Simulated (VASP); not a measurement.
Write the native input for VASP 6.6.1 that does the following.

| Quantity | Value |
| --- | --- |
| Task | single point |
| Functional | PBEsol |
| Potentials or basis | VASP PAW PBE potentials, release 64 (K_sv, I) |
| Cutoff | 520 eV |
| k mesh | 6 × 6 × 6 |
| Occupations | gaussian, width 0.05 eV |
| Spin | no spin polarisation |
| Dipole correction | no |
| Further INCAR settings | ALGO = Normal; EDIFF = 1e-07; NBANDS = 15 |

The structure of KI lies in POSCAR:

```
KI
1.0
    0.0000000000      3.6655320000      3.6655320000
    3.6655320000      0.0000000000      3.6655320000
    3.6655320000      3.6655320000      0.0000000000
K I
1 1
Direct
    0.0000000000      0.0000000000      0.0000000000
    0.5000000000      0.5000000000      0.5000000000
```

This cell differs from its parent crystal: strain +0.040 along x and y, +0.040 along z.

These files were run (other wordings do the same):

INCAR

```
PREC = Accurate ; ENCUT = 520
EDIFF = 1E-7 ; ISMEAR = 0
SIGMA = 0.05 ; LREAL = F
LASPH = T ; NELM = 80
ALGO = Normal ; ISIF = 2
LWAVE = F ; LCHARG = T
GGA = PS ; LELF = T
LVHAR = T ; NBANDS = 15
```

KPOINTS

```
Automatic mesh
0
Gamma
  6 6 6
```

Potentials or basis: VASP PAW PBE potentials, release 64 (K_sv, I).

The run is started by

```bash
$ cat potpaw_PBE.64/K_sv/POTCAR potpaw_PBE.64/I/POTCAR > POTCAR
$ mpirun -np 1 vasp_std > vasp.out
```

It gave:

```
Pressure               : -1.2 GPa
Band gap on the k mesh : 3.60 eV
```

Caveat: the cell differs from its parent crystal (strain +0.040 along x and y, +0.040 along z); the PAW data sets were made with another functional, which shifts forces and pressure a little; spin-orbit coupling is left out, which moves the levels of the heavy elements.

Wall time 25 s on 1 thread of Intel(R) Xeon(R) Platinum 8488C (Sapphire Rapids), with other jobs on the host, peak memory 0.24 GiB.
